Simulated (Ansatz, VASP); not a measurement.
**Sb in VASP and in Ansatz**

Contents of POSCAR:

```
Sb
1.0
    3.1600000000      0.0000000000      0.0000000000
    0.0000000000      3.1600000000      0.0000000000
    0.0000000000      0.0000000000      3.1600000000
Sb
1
Direct
    0.0000000000      0.0000000000      0.0000000000
```

INCAR.step1

```
SYSTEM = Sb
ALGO     = Normal         ! electronic algorithm
EDIFF    = 1E-5           ! SCF threshold, eV
ENCUT    = 400            ! plane-wave cutoff, eV
GGA      = PE             ! functional
GGA_COMPAT= .False.      
ISIF     = 2              ! what is computed and relaxed
ISMEAR   = -1             ! smearing method
LASPH    = .True.         ! aspherical terms in the spheres
LCHARG   = .False.        ! write CHGCAR
LREAL    = .False.        ! projectors in reciprocal space
LWAVE    = .True.         ! write WAVECAR
NBANDS   = 14             ! bands
NELM     = 120            ! most SCF steps
PREC     = Accurate       ! precision mode
SIGMA    = 0.05           ! smearing width, eV
```

File INCAR.step2:

```
SYSTEM = Sb
ALGO     = Normal         ! electronic algorithm
EDIFF    = 1E-6           ! SCF threshold, eV
ENCUT    = 400            ! plane-wave cutoff, eV
GGA      = PE             ! functional
GGA_COMPAT= .False.      
HFSCREEN = 0.2079         ! screening, 1/A
ISIF     = 2              ! what is computed and relaxed
ISMEAR   = -1             ! smearing method
ISTART   = 1            
LASPH    = .True.         ! aspherical terms in the spheres
LCHARG   = .False.        ! write CHGCAR
LHFCALC  = .True.         ! exact exchange
LREAL    = .False.        ! projectors in reciprocal space
LWAVE    = .False.        ! write WAVECAR
NBANDS   = 14             ! bands
NELM     = 120            ! most SCF steps
PREC     = Accurate       ! precision mode
PRECFOCK = Normal       
SIGMA    = 0.05           ! smearing width, eV
```

Contents of KPOINTS:

```
k-points
0
Gamma
  4 4 4
  0 0 0
```

The input input:

```
crystal:
  lattice:
    - [3.16, 0.0, 0.0]
    - [0.0, 3.16, 0.0]
    - [0.0, 0.0, 3.16]
  atoms:
    - { symbol: Sb, position: [0.0, 0.0, 0.0] }
hamiltonian:
  xc: hse06
  pseudopotentials: { kind: paw }
kpoints:
  mp_grid: { grid: [4, 4, 4] }
  band_path:
    path:
      - [[0.0, 0.0, 0.0], [0.0, 0.5, 0.0], [0.5, 0.5, 0.0], [0.0, 0.0, 0.0], [0.5, 0.5, 0.5], [0.0, 0.5, 0.0]]
      - [[0.5, 0.5, 0.0], [0.5, 0.5, 0.5]]
    npoints: 4
scf:
  occupations: { method: fermi_dirac, width: 0.05 }
  n_extra_bands: 6
output:
  forces: true
  stress: true
  eigenvalues: true
  fatbands: false
  write_density: true
  write_potential: true
  elf: true
  volumetric_format: npy
```

Alike in both runs: functional HSE06; k mesh 4 × 4 × 4; occupations fermi-dirac, width 0.05 eV; no spin polarisation.

|  | VASP | Ansatz |
| --- | --- | --- |
| version | VASP 6.6.1 | Ansatz 0.2.0 |
| potentials or method | VASP PAW PBE potentials, release 64 (Sb_d_GW) | Ansatz PAW |
| plane-wave cutoff (eV) | 400 | 420 |
| valence electrons in the cell | 15 | 15 |
| task | single point | band structure |

```tsv
	VASP	Ansatz	Ansatz less VASP
gap on the k mesh at the Fermi level (eV)	none	none	-
pressure (GPa)	-5.8	-5.4	+0.39
```

A gap of «none» marks a metal or a gap that the smearing closes.

The k mesh is coarse, so the values compare programs but aren't converged. Neither program's run includes spin-orbit coupling.
